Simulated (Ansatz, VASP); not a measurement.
## TaNb2O5: VASP beside Ansatz

```
Ta Nb O
1.0
     4.35815    0.00000    0.00000
     0.00000    4.35815    0.00000
     0.00000    0.00000    4.92019
Ta Nb O
1 2 5
Cartesian
  0.0000 0.0000 0.0000
  2.1791 2.1791 2.4601
  0.0000 0.0000 2.4601
  0.0000 2.1791 1.3138
  2.1791 0.0000 1.3138
  0.0000 2.1791 3.6064
  2.1791 0.0000 3.6064
  2.1791 2.1791 0.0000
```

Alike in both runs: task relaxation of cell and atoms; functional PBE; k mesh 3 × 3 × 3; occupations gaussian, width 0.15 eV; no spin polarisation.

|  | VASP | Ansatz |
| --- | --- | --- |
| version | VASP 6.6.1 | Ansatz 0.2.0 |
| potentials or method | VASP PAW PBE potentials, release 64 (Ta_pv, Nb_sv, O), cutoff 600 eV | scalar-relativistic, plane waves, PAW |
| valence electrons in the cell | 67 | 69 |

VASP gave:

* gap on the k mesh at the Fermi level, each at its own relaxed structure (eV): none
* relaxed volume (Å³/atom): 10.05
* relaxed cell length with the largest relative difference (Å): 5.759

Task: Which values does Ansatz return?

Result: gap on the k mesh at the Fermi level, each at its own relaxed structure (eV): none; relaxed volume (Å³/atom): 10.08; relaxed cell length with the largest relative difference (Å): 5.802.

A gap of «none» marks a metal or a gap that the smearing closes. VASP's potentials hold 67 valence electrons a cell and Ansatz's 69, so a difference there can come from the potentials and not from the codes.

The k mesh is coarse, so the values compare programs but aren't converged. Spin-orbit coupling is off throughout.
